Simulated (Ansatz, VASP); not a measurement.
## Cd: VASP beside Ansatz

The input INCAR:

```
SYSTEM = Cd
ALGO = Normal
EDIFF = 1E-6
ENCUT = 520
GGA = PE
ISIF = 2
ISMEAR = -1
LASPH = .True.
LCHARG = .False.
LREAL = .False.
LWAVE = .False.
NBANDS = 19
NELM = 60
PREC = Accurate
SIGMA = 0.08
```

Contents of KPOINTS:

```
k-points
0
Gamma
  9 9 9
  0 0 0
```

The input POSCAR:

```
Cd
1.0
    0.0000000000      3.3119314265      3.3119314265
    3.3119314265      0.0000000000      3.3119314265
    3.3119314265      3.3119314265      0.0000000000
Cd
2
Direct
    0.0000000000      0.0000000000      0.0000000000
    0.2500000000      0.2500000000      0.2500000000
```

Input for Ansatz:

```yaml
crystal:
  lattice:
    - [0.0, 3.3119314265, 3.3119314265]
    - [3.3119314265, 0.0, 3.3119314265]
    - [3.3119314265, 3.3119314265, 0.0]
  atoms:
    - { symbol: Cd, position: [0.0, 0.0, 0.0] }
    - { symbol: Cd, position: [0.25, 0.25, 0.25] }
kpoints:
  mp_grid: { grid: [9, 9, 9] }
scf:
  occupations: { method: fermi_dirac, width: 0.08 }
hamiltonian:
  xc: pbe
  pseudopotentials: { kind: all_electron, lapw: { basis_error: 0.00025 } }
output:
  forces: true
  stress: true
  eigenvalues: true
```

Change from the starting cell: volume scaled by 0.975.

Alike in both runs: task single point; functional PBE; k mesh 9 × 9 × 9; occupations fermi-dirac, width 0.08 eV; no spin polarisation.

```csv
,VASP,Ansatz
version,VASP 6.6.1,Ansatz 0.2.0
potentials or method,"VASP PAW PBE potentials, release 64 (Cd), cutoff 520 eV","all-electron LAPW, scalar-relativistic"
```

```tsv
	VASP	Ansatz	Ansatz less VASP
pressure (GPa)	0.5	0.4	-0.16
```

Ansatz ran all-electron here, and VASP with PAW potentials.
